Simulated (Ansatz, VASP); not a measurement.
**GaN in VASP and in Ansatz**

```
Ga N
1.0
     0.00000    2.25350    2.25350
     2.25350    0.00000    2.25350
     2.25350    2.25350    0.00000
Ga N
1 1
Cartesian
  0.0000 0.0000 0.0000
  3.3803 3.3803 3.3803
```

Alike in both runs: task single point; functional r2SCAN; k mesh 12 × 12 × 12; occupations gaussian, width 0.05 eV; no spin polarisation.

|  | VASP | Ansatz |
| --- | --- | --- |
| version | VASP 6.6.1 | Ansatz 0.2.0 |
| potentials or method | VASP PAW PBE potentials, release 64 (Ga_d, N), cutoff 520 eV | scalar-relativistic, plane waves, PAW |
| valence electrons in the cell | 18 | 18 |

Ansatz gave:

```
gap on the k mesh at the Fermi level (eV) : 2.13
least direct gap on the mesh (eV)         : 2.13
pressure (GPa)                            : -1.2
```

Which values does VASP return?

gap on the k mesh at the Fermi level (eV): 2.12; least direct gap on the mesh (eV): 2.12; pressure (GPa): -0.1.

VASP's potentials were made for PBE, not for r2SCAN. With one functional, cell and mesh, what is left measures potentials, basis and numerics.
